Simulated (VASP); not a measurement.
Wanted: the native input for a VASP 6.6.1 run.

| Item | Value |
| --- | --- |
| Task | single point |
| Functional | PBE |
| Potentials or basis | VASP PAW PBE potentials, release 64 (Cu, I) |
| Cutoff | 520 eV |
| k mesh | 5 × 5 × 6 |
| Occupations | fermi-dirac, width 0.02 eV |
| Spin | no spin polarisation |
| Dipole correction | no |
| Further INCAR settings | ALGO = Normal; EDIFF = 1e-07; NBANDS = 26 |

The structure of CuI lies in POSCAR:

```
CuI
1.0
    3.6569591127     -3.6353286563      0.0000000000
    3.6569591127      3.6353286563      0.0000000000
    0.0000000000      0.0000000000      4.2190750878
Cu I
2 2
Direct
    0.4204388300      0.5795611700      0.7500000000
    0.5795611700      0.4204388300      0.2500000000
    0.7700426800      0.2299573200      0.7500000000
    0.2299573200      0.7700426800      0.2500000000
```

This cell differs from its parent crystal: volume scaled by 0.94.

One way to write it, as run:

INCAR

```
PREC = Accurate
ENCUT = 520
EDIFF = 1E-7
ISMEAR = -1
SIGMA = 0.02
LREAL = False
LASPH = True
NELM = 80
ALGO = Normal
ISIF = 2
LWAVE = False
LCHARG = True
GGA = PE
LELF = True
LVHAR = True
NBANDS = 26
```

KPOINTS

```
Automatic mesh
0
Gamma
  5 5 6
```

Potentials or basis: VASP PAW PBE potentials, release 64 (Cu, I).

The run is started by

```console
$ cat potpaw_PBE.64/Cu/POTCAR potpaw_PBE.64/I/POTCAR > POTCAR
$ mpirun -np 1 vasp_std > vasp.out
```

Results of the run:

The pressure is 4.4 GPa and the largest force is 0.719 eV/Å. The band gap on the k mesh is 1.11 eV, direct.

Caveat: spin-orbit coupling is left out, which moves the levels of the heavy elements.

Wall time 52 s on 1 thread of Intel(R) Xeon(R) 6975P-C (Granite Rapids), with other jobs on the host, peak memory 0.27 GiB.
